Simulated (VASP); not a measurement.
Ru: single point with PBEsol

The system is Ru.

```xyz
2
Lattice="2.6144 0.0000 0.0000 -1.3072 2.2641 0.0000 0.0000 0.0000 4.7627" Properties=species:S:1:pos:R:3 pbc="T T T"
Ru    0.0000    1.5094    1.1907
Ru    1.3072    0.7547    3.5720
```

| Item | Value |
| --- | --- |
| Program | VASP 6.6.1 |
| Task | single point |
| Functional | PBEsol |
| Potentials or basis | VASP PAW PBE potentials, release 64 (Ru_pv) |
| Cutoff | 520 eV |
| k mesh | 18 × 18 × 10 |
| Occupations | gaussian, width 0.15 eV |
| Spin | no spin polarisation |

The pressure is -11.2 GPa. The band gap on the k mesh is zero (band 14 reaches 13.35 eV, above the bottom of band 15 at 10.97 eV).

Stress tensor (GPa, compression positive):
```
  7.69   0.00   0.00
  0.00   7.69   0.00
  0.00   0.00 -49.08
```

Levels at points of the mesh, in eV from the Fermi level:
```tsv
k point	band 12	band 13	band 14	band 15	band 16	band 17
(0.00, 0.00, 0.00)	-2.04	-2.04	-0.32	-0.32	-0.21	1.18
(0.50, 0.00, 0.00)	-1.90	-1.27	1.27	2.17	2.35	4.08
(0.00, 0.00, 0.50)	-2.36	-2.36	-2.36	0.61	0.61	0.61
(0.50, 0.00, 0.50)	-0.54	0.40	0.40	2.27	2.27	3.26
```

Run time: 110 s on 1 thread of Intel(R) Xeon(R) Platinum 8488C (Sapphire Rapids), on a shared host, peak memory 0.22 GiB.

Caveat: the PAW data sets were made with another functional, which shifts forces and pressure a little.
